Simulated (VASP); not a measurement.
# Ti (P6_3/mmc) in VASP: further runs

The runs below take Ti through single point, with PBE.

Program: VASP 6.6.1. These are calculated values, not measurements. Logs are shortened: lines on timing, memory, paths and dates and some standing lists are left out, and cuts for length are marked.

### 1 The cell of the first run

It takes space group P6_3/mmc (No. 194, hexagonal). Conventional cell: a = 2.950 Å, b = 2.950 Å, c = 4.680 Å, α = 90.00°, β = 90.00°, γ = 120.00°. Within 3.8 Å of Ti (site symmetry -6m2) lie 12 Ti at 2.89 to 2.95 Å.

### 2 Single point, PBE

Contents of INCAR:

```
SYSTEM = Ti
PREC = Accurate
ENCUT = 520
EDIFF = 1E-7
ISMEAR = 0
SIGMA = 0.027000000000000003
LREAL = .False.
LASPH = .True.
NELM = 100
ALGO = Normal
ISIF = 2
LWAVE = .False.
LCHARG = .False.
GGA = PE
NBANDS = 19
```

Contents of KPOINTS:

```
regular mesh
0
Gamma
  10 10 6
  0 0 0
```

Contents of POSCAR:

```
Ti
1.0
    2.9500000000      0.0000000000      0.0000000000
   -1.4750000000      2.5547749412      0.0000000000
    0.0000000000      0.0000000000      4.6800000000
Ti
2
Direct
    0.6666666667      0.3333333333      0.7500000000
    0.3333333333      0.6666666667      0.2500000000
```

Potentials or basis: VASP PAW PBE potentials, release 64 (Ti_sv).

Started as:

```bash
$ cat potpaw_PBE.64/Ti_sv/POTCAR > POTCAR
$ mpirun -np 1 vasp_std > vasp.out
```

OUTCAR:

```text
SYSTEM = Ti
   PREC = Accurate
   ENCUT = 520
   EDIFF = 1E-7
   ISMEAR = 0
   LREAL = .False.
   LASPH = .True.
   NELM = 100
   ISIF = 2
   GGA = PE

 ion  position               nearest neighbor table
   1  0.667  0.333  0.750-   2 2.89   2 2.89   2 2.89   2 2.89   2 2.89   2 2.89
   2  0.333  0.667  0.250-   1 2.89   1 2.89   1 2.89   1 2.89   1 2.89   1 2.89

  LATTYP: Found a hexagonal cell.
 ALAT       =     2.9500000000
 C/A-ratio  =     1.5864406780

  Lattice vectors:

 A1 = (   2.9500000000,   0.0000000000,   0.0000000000)
 A2 = (  -1.4750000000,   2.5547749412,   0.0000000000)
 A3 = (   0.0000000000,   0.0000000000,   4.6800000000)

Analysis of symmetry for initial positions (statically):
=====================================================================
 Subroutine PRICEL returns:
 Original cell was already a primitive cell.

 Routine SETGRP: Setting up the symmetry group for a
 hexagonal supercell.

 Subroutine GETGRP returns: Found 24 space group operations
 (whereof 12 operations were pure point group operations)
 out of a pool of 24 trial point group operations.

The static configuration has the point symmetry D_3d.
 The point group associated with its full space group is D_6h.

Analysis of symmetry for dynamics (positions and initial velocities):
=====================================================================
 Subroutine PRICEL returns:
 Original cell was already a primitive cell.

 Routine SETGRP: Setting up the symmetry group for a
 hexagonal supercell.

 Subroutine GETGRP returns: Found 24 space group operations
 (whereof 12 operations were pure point group operations)
 out of a pool of 24 trial point group operations.

The dynamic configuration has the point symmetry D_3d.
 The point group associated with its full space group is D_6h.

 Subroutine INISYM returns: Found 24 space group operations
 (whereof 12 operations are pure point group operations),
 and found     1 'primitive' translations

----------------------------------------------------------------------------------------

                                     Primitive cell

  volume of cell :      35.2712

  direct lattice vectors                    reciprocal lattice vectors
     2.950000000  0.000000000  0.000000000     0.338983051  0.195711956  0.000000000
    -1.475000000  2.554774941  0.000000000     0.000000000  0.391423911  0.000000000
     0.000000000  0.000000000  4.680000000     0.000000000  0.000000000  0.213675214

  length of vectors
     2.950000000  2.950000000  4.680000000     0.391423911  0.391423911  0.213675214

  position of ions in fractional coordinates (direct lattice)
     0.666666667  0.333333333  0.750000000
     0.333333333  0.666666667  0.250000000

  ion indices of the primitive-cell ions
   primitive index   ion index
                 1           1
                 2           2

----------------------------------------------------------------------------------------

 KPOINTS: regular mesh

Automatic generation of k-mesh.
 Grid dimensions read from file:
 generate k-points for:   10   10    6

 Generating k-lattice:

  Cartesian coordinates                     Fractional coordinates (reciprocal lattice)
     0.033898305  0.019571196  0.000000000     0.100000000 -0.000000000  0.000000000
     0.000000000  0.039142391  0.000000000     0.000000000  0.100000000  0.000000000
     0.000000000  0.000000000  0.035612536     0.000000000  0.000000000  0.166666667

  Length of vectors
     0.039142391  0.039142391  0.035612536

  Shift w.r.t. Gamma in fractional coordinates (k-lattice)
     0.000000000  0.000000000  0.000000000

 Subroutine IBZKPT returns following result:
 ===========================================

 Found     56 irreducible k-points:

 Following reciprocal coordinates:
            Coordinates               Weight
  0.000000  0.000000  0.000000      1.000000
  0.100000  0.000000  0.000000      6.000000
  0.200000  0.000000  0.000000      6.000000
  0.300000  0.000000  0.000000      6.000000
  0.400000  0.000000  0.000000      6.000000
  0.500000  0.000000  0.000000      3.000000
[... 16 lines left out ...]
  0.300000  0.100000  0.166667     24.000000
  0.400000  0.100000  0.166667     24.000000
 [... further k-points ...]
   k-points           NKPTS =     56   k-points in BZ     NKDIM =     56   number of bands    NBANDS=     19
   number of dos      NEDOS =    301   number of ions     NIONS =      2
   total plane-waves  NPLWV =  20736
   dimension x,y,z NGX =    24 NGY =   24 NGZ =   36
   dimension x,y,z NGXF=    48 NGYF=   48 NGZF=   72
   ions per type =               2
   NGX,Y,Z   is equivalent  to a cutoff of  13.53, 13.53, 12.79 a.u.
   NGXF,Y,Z  is equivalent  to a cutoff of  27.05, 27.05, 25.58 a.u.
 SYSTEM =  Ti
   PREC   = accura    normal or accurate (medium, high low for compatibility)
   ISTART =      0    job   : 0-new  1-cont  2-samecut
   ICHARG =      2    charge: 1-file 2-atom 10-const
   ISPIN  =      1    spin polarized calculation?
   LNONCOLLINEAR =      F non collinear calculations
   LSORBIT =      F    spin-orbit coupling
   LASPH  =      T    aspherical Exc in radial PAW
   ENCUT  =  520.0 eV  38.22 Ry    6.18 a.u.   5.49  5.49  8.70*2*pi/ulx,y,z
   NELM   =    100;   NELMIN=  2; NELMDL= -5     # of ELM steps
   EDIFF  = 0.1E-06   stopping-criterion for ELM
   LREAL  =      F    real-space projection
   EDIFFG = 0.1E-05   stopping-criterion for IOM
   NSW    =      0    number of steps for IOM
   IBRION =     -1    ionic relax: 0-MD 1-quasi-New 2-CG
   NFREE  =      0    steps in history (QN), initial steepest desc. (CG)
   ISIF   =      2    stress and relaxation
   ISYM   =      2    0-nonsym 1-usesym 2-fastsym
   POTIM  = 0.5000    time-step for ionic-motion
   TEBEG  =    0.0;   TEEND  =   0.0 temperature during run
   PSTRESS=    0.0 pullay stress
   NELECT =      24.0000    total number of electrons
   NUPDOWN=      -1.0000    fix difference up-down
   EMIN   =  10.00;   EMAX   =-10.00  energy-range for DOS
   EFERMI =   0.00;   METHOD = LEGACY
   ISMEAR =     0;   SIGMA  =   0.03  broadening in eV -4-tet -1-fermi 0-gaus
   EFERMI_NEDOS =   21; number of points for ismear=-14 and -15
   IALGO  =     38    algorithm
   IMIX   =      4    mixing-type and parameters
     AMIX     =   0.40;   BMIX     =  1.00
     AMIX_MAG =   1.60;   BMIX_MAG =  1.00
  volume/ion in A,a.u.               =      17.64       119.01
  Fermi-wavevector in a.u.,A,eV,Ry     =   1.439920  2.721055 28.209912  2.073370
  Thomas-Fermi vector in A             =   2.558722
   LORBIT       =      0    0 simple, 1 ext, 2 COOP (PROOUT), +10 PAW based schemes
   GGA     = PE    functional components
   LHFCALC =     F    Hartree Fock is set to
   AEXX    =    0.0000 exact exchange contribution
   IVDW    =     0    specifies the selected vdW correction
   LEPSILON=     F    determine dielectric tensor
   LRPA    =     F    only Hartree local field effects (RPA)
 non-spin polarized calculation
 Gauss-broadening in eV      SIGMA  =   0.03
  energy-cutoff  :      520.00
  volume of cell :       35.27
 maximum number of plane-waves:       973
 NGX is ok and might be reduce to    24
   NGX = 11   NGY = 11   NGZ = 17

 number of electron      24.0000002 magnetization

 Free energy of the ion-electron system (eV)
  ---------------------------------------------------
  ext. energy  EPLUGINS =         0.00000000
  ---------------------------------------------------
  free energy    TOTEN  =       -15.66566111 eV

  energy without entropy =      -15.66444101  energy(sigma->0) =      -15.66505106

 E-fermi :   8.1524     XC(G=0): -11.4269

 val. band max:        8.1520626419   @ k =   0.1000   0.1000   0.1667
 cond. band min:       8.1547714158   @ k =   0.0000   0.0000   0.3333
 fundamental gap:      0.0027087739
 Fermi energy:         8.1523674261

 k-point     1 :       0.0000    0.0000    0.0000
  band No.  band energies     occupation
      1     -48.7201      2.00000
      2     -48.5925      2.00000
      3     -25.2896      2.00000
      4     -24.6755      2.00000
      5     -24.6755      2.00000
      6     -24.6187      2.00000
[... 11 lines left out ...]
     18       9.7725      0.00000
     19      11.2608      0.00000

 k-point     2 :       0.1000    0.0000    0.0000
  band No.  band energies     occupation
      1     -48.7110      2.00000
      2     -48.5889      2.00000
      3     -25.2689      2.00000
      4     -24.7177      2.00000
      5     -24.6895      2.00000
      6     -24.6275      2.00000
[... 11 lines left out ...]
     18       9.6263      0.00000
     19      11.3367      0.00000

 k-point     3 :       0.2000    0.0000    0.0000
  band No.  band energies     occupation
      1     -48.6863      2.00000
      2     -48.5801      2.00000
      3     -25.2112      2.00000
      4     -24.8293      2.00000
      5     -24.7358      2.00000
      6     -24.7248      2.00000
[... 11 lines left out ...]
     18      10.0661      0.00000
     19      11.4774      0.00000

 k-point     4 :       0.3000    0.0000    0.0000
  band No.  band energies     occupation
      1     -48.6536      2.00000
      2     -48.5713      2.00000
      3     -25.1287      2.00000
      4     -24.9689      2.00000
      5     -24.8681      2.00000
      6     -24.7664      2.00000
[... 11 lines left out ...]
     18      10.7208      0.00000
     19      11.5874      0.00000

 k-point     5 :       0.4000    0.0000    0.0000
  band No.  band energies     occupation
      1     -48.6235      2.00000
      2     -48.5677      2.00000
      3     -25.0824      2.00000
      4     -25.0433      2.00000
      5     -24.9713      2.00000
      6     -24.7989      2.00000
[... 11 lines left out ...]
     18      11.4396      0.00000
     19      11.6468      0.00000
[... 334 lines left out ...]
      2     -48.5903      2.00000
      3     -25.1977      2.00000
      4     -24.7720      2.00000
      5     -24.7611      2.00000
      6     -24.7042      2.00000
[... 11 lines left out ...]
     18      10.0772      0.00000
     19      11.3826      0.00000

 k-point    22 :       0.2000    0.1000    0.1667
  band No.  band energies     occupation
      1     -48.6592      2.00000
      2     -48.5802      2.00000
      3     -25.1472      2.00000
      4     -24.8887      2.00000
      5     -24.8551      2.00000
      6     -24.7498      2.00000
[... 11 lines left out ...]
     18      10.5881      0.00000
     19      11.4559      0.00000

 k-point    23 :       0.3000    0.1000    0.1667
  band No.  band energies     occupation
      1     -48.6291      2.00000
      2     -48.5725      2.00000
      3     -25.1168      2.00000
      4     -24.9933      2.00000
      5     -24.9286      2.00000
      6     -24.7958      2.00000
[... 11 lines left out ...]
     18      11.1412      0.00000
     19      11.6591      0.00000

 k-point    24 :       0.4000    0.1000    0.1667
  band No.  band energies     occupation
      1     -48.6072      2.00000
      2     -48.5710      2.00000
      3     -25.1446      2.00000
      4     -25.0372      2.00000
      5     -24.9373      2.00000
      6     -24.8167      2.00000
[... 11 lines left out ...]
     18      11.5222      0.00000
     19      12.2265      0.00000

 [... further k-points ...]
[... 5 lines left out ...]
  --------------------------------------------------------------------------------------
  -------------------------------------------------------------------------------------
  Total       -0.3526518     -0.3526518     -0.4100169      0.0000000     -0.0000000      0.0000000
  in kB      -16.0190279    -16.0190279    -18.6248083      0.0000000     -0.0000000      0.0000000
  external PRESSURE =     -16.8876214 kB  Pullay stress =       0.0000000 kB

 VOLUME and BASIS-vectors are now :
 -----------------------------------------------------------------------------
  energy-cutoff  :      520.00
  volume of cell :       35.27
      direct lattice vectors                 reciprocal lattice vectors
     2.950000000  0.000000000  0.000000000     0.338983051  0.195711956  0.000000000
    -1.475000000  2.554774941  0.000000000     0.000000000  0.391423911  0.000000000
     0.000000000  0.000000000  4.680000000     0.000000000  0.000000000  0.213675214

 POSITION                                       TOTAL-FORCE (eV/Angst)
 -----------------------------------------------------------------------------------
      1.47500      0.85159      3.51000        -0.000000     -0.000000      0.000000
     -0.00000      1.70318      1.17000         0.000000      0.000000      0.000000
 -----------------------------------------------------------------------------------
    total drift:                               -0.000000      0.000000     -0.000000

  FREE ENERGIE OF THE ION-ELECTRON SYSTEM (eV)
  ---------------------------------------------------
  free  energy   TOTEN  =       -15.6656611064 eV

  energy  without entropy=      -15.6644410144  energy(sigma->0) =      -15.66505106
```

It took 62 s on 1 thread of Intel Xeon 8259CL, shared host; peak memory 0.17 GiB.

Results:

```yaml
Free_energy: -15.6657 eV
Pressure: -1.7 GPa
Band_gap_on_the_k_mesh: zero (band 12 reaches 8.94 eV, above the bottom of band 13 at 7.94 eV)
```

### 3 Single point, PBE

Contents of INCAR:

```
SYSTEM = Ti
PREC = Accurate
ENCUT = 520
EDIFF = 1E-6
ISMEAR = 0
SIGMA = 0.028000000000000004
LREAL = .FALSE.
LASPH = .TRUE.
NELM = 80
ALGO = Normal
ISIF = 2
LWAVE = .FALSE.
LCHARG = .FALSE.
GGA = PE
NBANDS = 19
```

Contents of KPOINTS:

```
Automatic mesh
0
G
  10 10 6
  0 0 0
```

POSCAR is that of step 2.

Potentials or basis: VASP PAW PBE potentials, release 64 (Ti_sv).

Started as:

```bash
$ cat potpaw_PBE.64/Ti_sv/POTCAR > POTCAR
$ mpirun -np 1 vasp_std > vasp.out
```

It took 54 s on 1 thread of Intel Xeon 8259CL, shared host; peak memory 0.17 GiB.

Results (log left out):

| Property | Result |
| --- | --- |
| Free energy | -15.6657 eV |
| Pressure | -1.7 GPa |
| Band gap on the k mesh | zero (band 12 reaches 8.94 eV, above the bottom of band 13 at 7.94 eV) |

Stress tensor (GPa, compression positive):
```
-1.58  0.00  0.00
 0.00 -1.58  0.00
 0.00  0.00 -1.84
```

Levels at points of the mesh, in eV from the Fermi level:
| k point | band 10 | band 11 | band 12 | band 13 | band 14 | band 15 |
| --- | --- | --- | --- | --- | --- | --- |
| (0.00, 0.00, 0.00) | -2.63 | 0.74 | 0.78 | 0.78 | 0.88 | 1.27 |
| (0.50, 0.00, 0.00) | -2.09 | -1.79 | -0.62 | 0.50 | 0.63 | 1.16 |
| (0.00, 0.00, 0.50) | -4.32 | 0.09 | 0.09 | 0.69 | 0.69 | 0.69 |
| (0.50, 0.00, 0.50) | -2.48 | -0.78 | -0.78 | 1.31 | 1.31 | 1.72 |
